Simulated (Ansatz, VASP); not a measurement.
**CaSe: VASP beside Ansatz**

The input INCAR:

```
SYSTEM = CaSe
PREC = Accurate
ENCUT = 520
EDIFF = 1E-6
ISMEAR = 0
SIGMA = 0.01
LREAL = .False.
LASPH = .True.
NELM = 60
ALGO = Normal
ISIF = 2
LWAVE = .False.
LCHARG = .False.
GGA = PE
NBANDS = 24
```

The input KPOINTS:

```
regular mesh
0
Gamma
  6 6 4
  0 0 0
```

POSCAR

```
CaSe
1.0
    4.2311964043      0.0000000000      0.0000000000
   -2.1155982022      3.6643235746      0.0000000000
    0.0000000000      0.0000000000      7.3402632740
Ca Se
2 2
Direct
    0.0000000000      0.0000000000      0.0000000000
    0.0000000000      0.0000000000      0.5000000000
    0.3333333333      0.6666666667      0.2500000000
    0.6666666667      0.3333333333      0.7500000000
```

Input for Ansatz:

```yaml
crystal:
  lattice:
    - [4.2311964043, 0.0, 0.0]
    - [-2.1155982022, 3.6643235746, 0.0]
    - [0.0, 0.0, 7.340263274]
  atoms:
    - { symbol: Ca, position: [0.0, 0.0, 0.0] }
    - { symbol: Ca, position: [0.0, 0.0, 0.5] }
    - { symbol: Se, position: [0.3333333333, 0.6666666667, 0.25] }
    - { symbol: Se, position: [0.6666666667, 0.3333333333, 0.75] }
kpoints:
  mp_grid: { grid: [6, 6, 4] }
hamiltonian:
  xc: pbe
scf:
  occupations: { method: fixed }
  n_extra_bands: 5
output:
  forces: true
  stress: true
  eigenvalues: true
```

Alike in both runs: task single point; functional PBE; k mesh 6 × 6 × 4; no spin polarisation.

|  | VASP | Ansatz |
| --- | --- | --- |
| version | VASP 6.6.1 | Ansatz 0.2.0 |
| potentials or method | VASP PAW PBE potentials, release 64 (Ca_sv, Se) | plane waves, PAW |
| plane-wave cutoff (eV) | 520 | 420 |
| occupations | gaussian, width 0.01 eV | fixed |
| valence electrons in the cell | 32 | 52 |

|  | VASP | Ansatz | Ansatz less VASP |
| --- | --- | --- | --- |
| gap on the k mesh at the Fermi level (eV) | 2.30 | 2.31 | +0.006 |
| pressure (GPa) | -2.4 | -2.5 | -0.12 |
| traceless stress, the component that is largest in VASP (GPa) | -0.19 | -0.20 | -0.014 |

VASP's potentials hold 32 valence electrons a cell and Ansatz's 52, so a difference there can come from the potentials and not from the codes.
